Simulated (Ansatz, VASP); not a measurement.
# Ag: VASP beside Ansatz

```
CELL_PARAMETERS angstrom
2.93000 0.00000 0.00000
-1.46500 2.53745 0.00000
0.00000 0.00000 4.79000
ATOMIC_POSITIONS crystal
Ag 0.66667 0.33333 0.75000
Ag 0.33333 0.66667 0.25000
```

Alike in both runs: task relaxation of cell and atoms; functional PBEsol; k mesh 10 × 10 × 6; occupations fermi-dirac, width 0.05 eV; no spin polarisation.

```csv
,VASP,Ansatz
version,VASP 6.6.1,Ansatz 0.2.0
potentials or method,"VASP PAW PBE potentials, release 64 (Ag), cutoff 600 eV","all-electron LAPW, scalar-relativistic"
```

|  | VASP | Ansatz | Ansatz less VASP |
| --- | --- | --- | --- |
| relaxed volume (Å³/atom) | 16.70 | 16.73 | +0.028 |
| relaxed cell length with the largest relative difference (Å) | 2.873 | 2.875 | +0.0020 |

VASP's potentials were made for PBE, not for PBEsol. Ansatz ran all-electron here, and VASP with PAW potentials.
